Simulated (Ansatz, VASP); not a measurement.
Be: VASP beside Ansatz

The input POSCAR:

```
Be
1.0
    2.2853000000      0.0000000000      0.0000000000
   -1.1426500000      1.9791278553      0.0000000000
    0.0000000000      0.0000000000      3.5842000000
Be
2
Direct
    0.6666666667      0.3333333333      0.7500000000
    0.3333333333      0.6666666667      0.2500000000
```

INCAR.step1

```
  PREC = Accurate
  ENCUT = 520
  EDIFF = 1E-5
  ISMEAR = -1
  SIGMA = 0.025
  LREAL = False
  LASPH = True
  NELM = 120
  ALGO = Normal
  ISIF = 2
  LWAVE = True
  LCHARG = False
  GGA = PE
  NBANDS = 9
  GGA_COMPAT = False
```

The input INCAR.step2:

```
  PREC = Accurate
  ENCUT = 520
  EDIFF = 1E-6
  ISMEAR = -1
  SIGMA = 0.025
  LREAL = False
  LASPH = True
  NELM = 120
  ALGO = Normal
  ISIF = 2
  LWAVE = False
  LCHARG = False
  GGA = PE
  LHFCALC = True
  AEXX = 0.25
  PRECFOCK = Normal
  ISTART = 1
  NBANDS = 9
  GGA_COMPAT = False
```

The input KPOINTS:

```
Automatic mesh
0
Gamma
  8 8 5
```

File input.yaml:

```yaml
crystal:
  lattice: { a: 2.2853, b: 2.2853, c: 3.5842, alpha: 90.0, beta: 90.0, gamma: 120.0 }
  space_group: 194
  reduce_to_primitive: true
  atoms:
    - { symbol: Be, wyckoff: "2c", position: [0.6666666667, 0.3333333333, 0.75] }
hamiltonian:
  xc: pbe0
  pseudopotentials: { kind: paw, source: jth }
kpoints:
  mp_grid: { grid: [8, 8, 5] }
scf:
  occupations: { method: fermi_dirac, width: 0.025 }
output:
  forces: true
  stress: true
  eigenvalues: true
  write_density: true
  write_potential: true
  elf: true
  volumetric_format: npy
```

Alike in both runs: functional PBE0; k mesh 8 × 8 × 5; occupations fermi-dirac, width 0.025 eV; no spin polarisation.

|  | VASP | Ansatz |
| --- | --- | --- |
| version | VASP 6.6.1 | Ansatz 0.2.0 |
| potentials or method | VASP PAW PBE potentials, release 64 (Be) | JTH PAW |
| plane-wave cutoff (eV) | 520 | 1080 |
| valence electrons in the cell | 4 | 8 |
| task | single point | electron localisation function |

|  | VASP | Ansatz | Ansatz less VASP |
| --- | --- | --- | --- |
| gap on the k mesh at the Fermi level (eV) | none | none | - |
| pressure (GPa) | -3.5 | -3.5 | +0.02 |
| traceless stress, the component that is largest in VASP (GPa) | 1.64 | 1.62 | -0.027 |

A gap of «none» marks a metal or a gap that the smearing closes. VASP's potentials hold 4 valence electrons a cell and Ansatz's 8, so a difference there can come from the potentials and not from the codes.

The k mesh is coarse, so the values compare programs but aren't converged.
